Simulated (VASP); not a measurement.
# ZnCu (Pm-3m) in VASP: a series of runs

ZnCu is run at these levels: PBE; tasks: single point.

Program: VASP 6.6.1. These are calculated values, not measurements. Logs are shortened: lines on timing, memory, paths and dates and some standing lists are left out, and cuts for length are marked.

**1. The cell of the first run**

It takes space group Pm-3m (No. 221, cubic). Conventional cell: a = 2.945 Å, b = 2.945 Å, c = 2.945 Å, α = 90.00°, β = 90.00°, γ = 90.00°. Within 3.4 Å of Zn (site symmetry m-3m) lie 8 Cu at 2.55 Å and 6 Zn at 2.95 Å. Within 3.4 Å of Cu (site symmetry m-3m) lie 8 Zn at 2.55 Å and 6 Cu at 2.95 Å.

**2. Single point, PBE (strained)**

Contents of INCAR:

```
ALGO     = Fast           # electronic algorithm
EDIFF    = 1E-6           # SCF threshold, eV
ENCUT    = 520            # plane-wave cutoff, eV
GGA      = PE             # functional
ISIF     = 2              # what is computed and relaxed
ISMEAR   = 0              # smearing method
LASPH    = T              # aspherical terms in the spheres
LCHARG   = T              # write CHGCAR
LELF     = T              # ELF
LREAL    = F              # projectors in reciprocal space
LVHAR    = T            
LWAVE    = F              # write WAVECAR
NBANDS   = 18             # bands
NELM     = 80             # most SCF steps
PREC     = Accurate       # precision mode
SIGMA    = 0.1            # smearing width, eV
```

Contents of KPOINTS:

```
k-points
0
Gamma
  14 14 14
```

Contents of POSCAR:

```
ZnCu
1.0
    2.9453534000      0.0000000000      0.0000000000
    0.0000000000      2.9453534000      0.0000000000
    0.0000000000      0.0000000000      2.9453534000
Zn Cu
1 1
Direct
    0.5000000000      0.5000000000      0.5000000000
    0.0000000000      0.0000000000      0.0000000000
```

Potentials or basis: VASP PAW PBE potentials, release 64 (Zn, Cu).

Run with:

```sh
$ cat potpaw_PBE.64/Zn/POTCAR potpaw_PBE.64/Cu/POTCAR > POTCAR
$ mpirun -np 1 vasp_std > vasp.out
```

OUTCAR:

```text
EDIFF = 1E-6
   ENCUT = 520
   GGA = PE
   ISIF = 2
   ISMEAR = 0
   LASPH = T
   LREAL = F
   NELM = 80
   PREC = Accurate

 ion  position               nearest neighbor table
   1  0.500  0.500  0.500-   2 2.55   2 2.55   2 2.55   2 2.55   2 2.55   2 2.55   2 2.55   2 2.55

   2  0.000  0.000  0.000-   1 2.55   1 2.55   1 2.55   1 2.55   1 2.55   1 2.55   1 2.55   1 2.55

  LATTYP: Found a simple cubic cell.
 ALAT       =     2.9453534000

  Lattice vectors:

 A1 = (   2.9453534000,   0.0000000000,   0.0000000000)
 A2 = (   0.0000000000,   2.9453534000,   0.0000000000)
 A3 = (   0.0000000000,   0.0000000000,   2.9453534000)

Analysis of symmetry for initial positions (statically):
=====================================================================
 Subroutine PRICEL returns:
 Original cell was already a primitive cell.

 Routine SETGRP: Setting up the symmetry group for a
 simple cubic supercell.

 Subroutine GETGRP returns: Found 48 space group operations
 (whereof 48 operations were pure point group operations)
 out of a pool of 48 trial point group operations.

The static configuration has the point symmetry O_h .

Analysis of symmetry for dynamics (positions and initial velocities):
=====================================================================
 Subroutine PRICEL returns:
 Original cell was already a primitive cell.

 Routine SETGRP: Setting up the symmetry group for a
 simple cubic supercell.

 Subroutine GETGRP returns: Found 48 space group operations
 (whereof 48 operations were pure point group operations)
 out of a pool of 48 trial point group operations.

The dynamic configuration has the point symmetry O_h .

 Subroutine INISYM returns: Found 48 space group operations
 (whereof 48 operations are pure point group operations),
 and found     1 'primitive' translations

----------------------------------------------------------------------------------------

                                     Primitive cell

  volume of cell :      25.5513

  direct lattice vectors                    reciprocal lattice vectors
     2.945353400  0.000000000  0.000000000     0.339517832  0.000000000  0.000000000
     0.000000000  2.945353400  0.000000000     0.000000000  0.339517832  0.000000000
     0.000000000  0.000000000  2.945353400     0.000000000  0.000000000  0.339517832

  length of vectors
     2.945353400  2.945353400  2.945353400     0.339517832  0.339517832  0.339517832

[... 74 lines left out ...]
   ISPIN  =      1    spin polarized calculation?
   LNONCOLLINEAR =      F non collinear calculations
   LSORBIT =      F    spin-orbit coupling
   LASPH  =      T    aspherical Exc in radial PAW
   ENCUT  =  520.0 eV  38.22 Ry    6.18 a.u.   5.48  5.48  5.48*2*pi/ulx,y,z
   NELM   =     80;   NELMIN=  2; NELMDL= -5     # of ELM steps
   EDIFF  = 0.1E-05   stopping-criterion for ELM
   LREAL  =      F    real-space projection
   EDIFFG = 0.1E-04   stopping-criterion for IOM
   NSW    =      0    number of steps for IOM
   IBRION =     -1    ionic relax: 0-MD 1-quasi-New 2-CG
   NFREE  =      0    steps in history (QN), initial steepest desc. (CG)
   ISIF   =      2    stress and relaxation
   ISYM   =      2    0-nonsym 1-usesym 2-fastsym
   POTIM  = 0.5000    time-step for ionic-motion
   TEBEG  =    0.0;   TEEND  =   0.0 temperature during run
   PSTRESS=    0.0 pullay stress
   NELECT =      23.0000    total number of electrons
   NUPDOWN=      -1.0000    fix difference up-down
   EMIN   =  10.00;   EMAX   =-10.00  energy-range for DOS
   EFERMI =   0.00;   METHOD = LEGACY
   ISMEAR =     0;   SIGMA  =   0.10  broadening in eV -4-tet -1-fermi 0-gaus
   EFERMI_NEDOS =   21; number of points for ismear=-14 and -15
   IALGO  =     68    algorithm
   IMIX   =      4    mixing-type and parameters
     AMIX     =   0.40;   BMIX     =  1.00
     AMIX_MAG =   1.60;   BMIX_MAG =  1.00
  volume/ion in A,a.u.               =      12.78        86.21
  Fermi-wavevector in a.u.,A,eV,Ry     =   1.580690  2.987071 33.995255  2.498581
  Thomas-Fermi vector in A             =   2.680879
   LORBIT       =      0    0 simple, 1 ext, 2 COOP (PROOUT), +10 PAW based schemes
   GGA     = PE    functional components
   LHFCALC =     F    Hartree Fock is set to
   AEXX    =    0.0000 exact exchange contribution
   IVDW    =     0    specifies the selected vdW correction
   LEPSILON=     F    determine dielectric tensor
   LRPA    =     F    only Hartree local field effects (RPA)
 non-spin polarized calculation
 RMM-DIIS sequential band-by-band and
 Gauss-broadening in eV      SIGMA  =   0.10
  energy-cutoff  :      520.00
  volume of cell :       25.55
 maximum number of plane-waves:       715
 NGX is ok and might be reduce to    24
   NGX = 11   NGY = 11   NGZ = 11

 number of electron      23.0000000 magnetization

 Free energy of the ion-electron system (eV)
  ---------------------------------------------------
  ext. energy  EPLUGINS =         0.00000000
  ---------------------------------------------------
  free energy    TOTEN  =        -5.01240119 eV

  energy without entropy =       -5.01085567  energy(sigma->0) =       -5.01162843

 E-fermi :   5.5537     XC(G=0): -12.3998

 val. band max:        5.4595402915   @ k =   0.5000   0.5000   0.2143
 cond. band min:       5.5675491671   @ k =   0.4286   0.3571   0.2143
 fundamental gap:      0.1080088756
 Fermi energy:         5.5536834997

 k-point     1 :       0.0000    0.0000    0.0000
  band No.  band energies     occupation
      1      -4.7974      2.00000
      2      -2.3111      2.00000
      3      -2.3111      2.00000
      4      -1.6167      2.00000
      5      -1.6167      2.00000
      6      -1.6167      2.00000
[... 481 lines left out ...]
      5      -1.6678      2.00000
      6      -1.1347      2.00000
[... 10 lines left out ...]
     17      21.3494      0.00000
     18      22.2779      0.00000

 [... further k-points ...]
[... 5 lines left out ...]
  --------------------------------------------------------------------------------------
  -------------------------------------------------------------------------------------
  Total        0.4759874      0.4759874      0.4759874      0.0000000      0.0000000      0.0000000
  in kB       29.8465273     29.8465273     29.8465273      0.0000000      0.0000000      0.0000000
  external PRESSURE =      29.8465273 kB  Pullay stress =       0.0000000 kB

 VOLUME and BASIS-vectors are now :
 -----------------------------------------------------------------------------
  energy-cutoff  :      520.00
  volume of cell :       25.55
      direct lattice vectors                 reciprocal lattice vectors
     2.945353400  0.000000000  0.000000000     0.339517832  0.000000000  0.000000000
     0.000000000  2.945353400  0.000000000     0.000000000  0.339517832  0.000000000
     0.000000000  0.000000000  2.945353400     0.000000000  0.000000000  0.339517832

 POSITION                                       TOTAL-FORCE (eV/Angst)
 -----------------------------------------------------------------------------------
      1.47268      1.47268      1.47268         0.000000      0.000000      0.000000
      0.00000      0.00000      0.00000         0.000000      0.000000      0.000000
 -----------------------------------------------------------------------------------
    total drift:                                0.000000      0.000000     -0.000000

  FREE ENERGIE OF THE ION-ELECTRON SYSTEM (eV)
  ---------------------------------------------------
  free  energy   TOTEN  =        -5.0124011853 eV

  energy  without entropy=       -5.0108556729  energy(sigma->0) =       -5.01162843
```

OSZICAR:

```text
N       E                     dE             d eps       ncg     rms          rms(c)
DAV:   1     0.115768850482E+03    0.11577E+03   -0.11333E+04  4632   0.212E+03
DAV:   2    -0.128207820746E+01   -0.11705E+03   -0.11235E+03  4328   0.301E+02
DAV:   3    -0.605371907738E+01   -0.47716E+01   -0.47072E+01  4918   0.755E+01
DAV:   4    -0.609185062033E+01   -0.38132E-01   -0.38117E-01  4902   0.619E+00
DAV:   5    -0.609237241641E+01   -0.52180E-03   -0.52178E-03  4876   0.749E-01    0.950E+00
RMM:   6    -0.592897380897E+01    0.16340E+00   -0.85817E+00  4981   0.461E+01    0.653E+00
RMM:   7    -0.502211303681E+01    0.90686E+00   -0.21654E+00  4874   0.228E+01    0.246E+00
RMM:   8    -0.501740145124E+01    0.47116E-02   -0.23958E-02  5050   0.242E+00    0.109E+00
RMM:   9    -0.501312961840E+01    0.42718E-02   -0.10148E-02  5013   0.160E+00    0.247E-01
RMM:  10    -0.501230882173E+01    0.82080E-03   -0.52869E-03  5162   0.933E-01    0.777E-02
RMM:  11    -0.501237041785E+01   -0.61596E-04   -0.96816E-04  5599   0.390E-01    0.241E-02
RMM:  12    -0.501240873489E+01   -0.38317E-04   -0.30753E-04  5359   0.188E-01    0.411E-02
RMM:  13    -0.501240192683E+01    0.68081E-05   -0.16853E-04  5213   0.197E-01    0.224E-02
RMM:  14    -0.501239931339E+01    0.26134E-05   -0.51390E-05  4894   0.699E-02    0.529E-03
RMM:  15    -0.501240094157E+01   -0.16282E-05   -0.18397E-05  4862   0.378E-02    0.130E-03
RMM:  16    -0.501240118530E+01   -0.24374E-06   -0.20374E-06  3968   0.131E-02
   1 F= -.50124012E+01 E0= -.50116284E+01  d E =-.154551E-02
```

stdout:

```text
POSCAR found type information on POSCAR ZnCu
 POSCAR found :  2 types and       2 ions
 scaLAPACK will be used
 LDA part: xc-table for (Slater+PW92), standard interpolation
 POSCAR, INCAR and KPOINTS ok, starting setup
 FFT: planning ... GRIDC
 FFT: planning ... GRID_SOFT
 FFT: planning ... GRID
 WAVECAR not read
 entering main loop
```

Wall time 1.7 min (1 thread of Oxide Virtual Turin-like, shared host); peak memory 0.15 GiB.

What came out:

- Free energy: -5.0124 eV
- Pressure: 3.0 GPa
- Band gap on the k mesh: zero (an odd number of electrons rules out a gap without spin polarisation)

Caveat: the cell differs from its parent crystal (strained).

**3. Single point, PBE (strained)**

Contents of INCAR:

```
SYSTEM = ZnCu
PREC     = Accurate       ! precision mode
ENCUT    = 520            ! plane-wave cutoff, eV
EDIFF    = 1E-6           ! SCF threshold, eV
ISMEAR   = 0              ! smearing method
SIGMA    = 0.1            ! smearing width, eV
LREAL    = .False.        ! projectors in reciprocal space
LASPH    = .True.         ! aspherical terms in the spheres
NELM     = 60             ! most SCF steps
ALGO     = Fast           ! electronic algorithm
ISIF     = 2              ! what is computed and relaxed
LWAVE    = .False.        ! write WAVECAR
LCHARG   = .True.         ! write CHGCAR
GGA      = PE             ! functional
LELF     = .True.         ! ELF
LVHAR    = .True.       
NBANDS   = 18             ! bands
```

Contents of KPOINTS:

```
Automatic mesh
0
Gamma
  14 14 14
  0 0 0
```

Contents of POSCAR:

```
ZnCu
1.0
    3.0448649500      0.0000000000      0.0000000000
    0.0000000000      3.0448649500      0.0000000000
    0.0000000000      0.0000000000      3.0448649500
Zn Cu
1 1
Direct
    0.5000000000      0.5000000000      0.5000000000
    0.0000000000      0.0000000000      0.0000000000
```

Potentials or basis: VASP PAW PBE potentials, release 64 (Zn, Cu).

Run with:

```sh
$ cat potpaw_PBE.64/Zn/POTCAR potpaw_PBE.64/Cu/POTCAR > POTCAR
$ mpirun -np 1 vasp_std > vasp.out
```

It took 96 s on 1 thread of Oxide Virtual Turin-like, shared host; peak memory 0.15 GiB.

Results (log left out):

- Free energy: -4.9673 eV
- Pressure: -7.3 GPa
- Band gap on the k mesh: zero (an odd number of electrons rules out a gap without spin polarisation)

Levels at points of the mesh, in eV from the Fermi level:
```tsv
k point	band 8	band 9	band 10	band 11	band 12	band 13	band 14	band 15	band 16	band 17
(0.00, 0.00, 0.00)	-3.31	-2.57	-2.57	-2.57	5.88	5.88	5.88	10.64	10.64	10.75
(0.50, 0.00, 0.00)	-3.37	-3.02	-3.02	-2.62	-1.93	10.86	10.86	11.53	11.53	12.82
(0.50, 0.50, 0.00)	-2.72	-2.72	-2.36	-1.59	-1.59	1.33	1.73	12.88	14.67	14.70
(0.50, 0.50, 0.50)	-3.88	-2.34	-2.34	3.16	4.12	4.12	4.12	4.21	4.21	4.21
```

Caveat: the cell differs from its parent crystal (strained); the cell stands under tension.

The gap in the log of VASP goes by the Fermi energy; the results here count the filled bands.